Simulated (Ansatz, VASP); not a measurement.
# Cu: VASP beside Ansatz

The input INCAR:

```
PREC = Accurate
ENCUT = 520
EDIFF = 1E-6
ISMEAR = -1
SIGMA = 0.08
LREAL = False
LASPH = True
NELM = 60
ALGO = Normal
ISIF = 2
LWAVE = False
LCHARG = False
GGA = PS
NBANDS = 12
```

Contents of KPOINTS:

```
regular mesh
0
Gamma
  19 19 19
```

File POSCAR:

```
Cu
1.0
    0.0000000000      1.8075000000      1.7532750000
    1.8075000000      0.0000000000      1.7532750000
    1.8075000000      1.8075000000      0.0000000000
Cu
1
Direct
    0.0000000000      0.0000000000      0.0000000000
```

Input for Ansatz:

```yaml
crystal:
  lattice:
    - [0.0, 1.8075, 1.753275]
    - [1.8075, 0.0, 1.753275]
    - [1.8075, 1.8075, 0.0]
  atoms:
    - { symbol: Cu, position: [0.0, 0.0, 0.0] }
kpoints:
  mp_grid: { grid: [19, 19, 19] }
  band_path:
    path:
      - [0.0, 0.0, 0.0]
      - [0.0, 0.5, 0.5]
      - [0.25, 0.75, 0.5]
      - [0.0, 0.5, 0.0]
      - [0.0, 0.0, 0.0]
      - [0.5, 0.5, 0.0]
      - [0.3828515251, 0.6171484749, 0.0]
      - [-0.3828515251, 0.3828515251, 0.0]
      - [0.0, 0.0, 0.0]
    npoints: 5
scf:
  occupations: { method: fermi_dirac, width: 0.08 }
hamiltonian:
  xc: pbesol
  pseudopotentials: { kind: all_electron, lapw: { basis_error: 0.00025 } }
output:
  forces: true
  stress: true
  eigenvalues: true
```

Change from the starting cell: zz strain of -3 %.

Alike in both runs: task single point; functional PBEsol; k mesh 19 × 19 × 19; occupations fermi-dirac, width 0.08 eV; no spin polarisation.

```csv
,VASP,Ansatz
version,VASP 6.6.1,Ansatz 0.2.0
potentials or method,"VASP PAW PBE potentials, release 64 (Cu), cutoff 520 eV","all-electron LAPW, scalar-relativistic"
```

Ansatz gave:

- pressure (GPa): -2.1
- traceless stress, the component that is largest in VASP (GPa): 0.91

**Question.** What did VASP give for the same quantities?

**Answer.** Pressure (GPa): -1.3; traceless stress, the component that is largest in VASP (GPa): 0.89.

VASP's potentials were made for PBE, not for PBEsol. Ansatz ran all-electron here, and VASP with PAW potentials.
